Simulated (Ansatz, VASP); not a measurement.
**One calculation of AlB3P4, two programs**

File INCAR:

```
ALGO     = Normal         # electronic algorithm
EDIFF    = 1E-6           # SCF threshold, eV
ENCUT    = 500            # plane-wave cutoff, eV
GGA      = PE             # functional
GGA_COMPAT= False        
ISIF     = 2              # what is computed and relaxed
ISMEAR   = -1             # smearing method
LASPH    = True           # aspherical terms in the spheres
LCHARG   = False          # write CHGCAR
LREAL    = False          # projectors in reciprocal space
LWAVE    = False          # write WAVECAR
NBANDS   = 26             # bands
NELM     = 120            # most SCF steps
PREC     = Accurate       # precision mode
SIGMA    = 0.02           # smearing width, eV
```

KPOINTS

```
k-points
0
Gamma
  8 8 4
```

POSCAR

```
AlB3P4
1.0
    5.6177239169     -1.6747239933      0.0239123580
    5.6177239169      1.6747239933      0.0239123580
   -0.9968173636      0.0000000000      5.8415607603
B Al P
3 1 4
Direct
   -0.0064765152     -0.0064765152     -0.0127755319
    0.5045348121      0.5045348121      0.5105630268
    0.2516718399      0.2516718399      0.7494383780
    0.7479556715      0.7479556715      0.2492590161
    0.5403724538      0.5403724538      0.1785639706
    0.0694390267      0.0694390267      0.6881958544
    0.8153413111      0.8153413111      0.9093441797
    0.3271614000      0.3271614000      0.4774111064
```

Input for Ansatz:

```yaml
crystal:
  lattice:
    - [5.6177239169, -1.6747239933, 0.023912358]
    - [5.6177239169, 1.6747239933, 0.023912358]
    - [-0.9968173636, 0.0, 5.8415607603]
  atoms:
    - { symbol: B, position: [-0.0064765152, -0.0064765152, -0.0127755319] }
    - { symbol: B, position: [0.5045348121, 0.5045348121, 0.5105630268] }
    - { symbol: B, position: [0.2516718399, 0.2516718399, 0.749438378] }
    - { symbol: Al, position: [0.7479556715, 0.7479556715, 0.2492590161] }
    - { symbol: P, position: [0.5403724538, 0.5403724538, 0.1785639706] }
    - { symbol: P, position: [0.0694390267, 0.0694390267, 0.6881958544] }
    - { symbol: P, position: [0.8153413111, 0.8153413111, 0.9093441797] }
    - { symbol: P, position: [0.3271614, 0.3271614, 0.4774111064] }
kpoints:
  mp_grid: { grid: [8, 8, 4] }
  band_path:
    path:
      - [[0.0, 0.0, 0.0], [-0.272831820664, 0.272831820664, -5.422000107449e-18]]
      - [[0.272831820664, 0.727168179336, 1.520225118105e-17], [0.5, 0.5, 3.28719994114e-17], [0.0, 0.0, 0.0], [0.5, 0.5, -0.5], [0.2657319155689, 0.7342680844311, -0.5]]
      - [[-0.2657319155689, 0.2657319155689, -0.5], [8.537967497424e-20, 8.537967497424e-20, -0.5], [0.0, 0.0, 0.0]]
      - [[1.685995832583e-18, 0.5, -0.5], [0.0, 0.0, 0.0], [1.604461348997e-17, 0.5, 7.601125590525e-18]]
    npoints: 10
hamiltonian:
  xc: pbe
scf:
  occupations: { method: fermi_dirac, width: 0.02 }
  n_extra_bands: 6
output:
  forces: true
  stress: true
  eigenvalues: true
  write_density: true
  write_potential: true
  elf: true
  volumetric_format: npy
```

Alike in both runs: task single point; functional PBE; k mesh 8 × 8 × 4; occupations fermi-dirac, width 0.02 eV; no spin polarisation.

|  | VASP | Ansatz |
| --- | --- | --- |
| version | VASP 6.6.1 | Ansatz 0.2.0 |
| potentials or method | VASP PAW PBE potentials, release 64 (B, Al, P) | plane waves, PAW |
| plane-wave cutoff (eV) | 500 | 420 |
| valence electrons in the cell | 32 | 32 |

Ansatz gave:

```
pressure (GPa)                                                : 1.1
traceless stress, the component that is largest in VASP (GPa) : 0.07
rms of the force components (eV/Å)                            : 0.056
```

**Question.** What did VASP give for the same quantities?

**Answer.** Pressure (GPa): 1.0; traceless stress, the component that is largest in VASP (GPa): 0.08; rms of the force components (eV/Å): 0.055.

Atom by atom the forces differ by 0.003 eV/Å (rms over components).
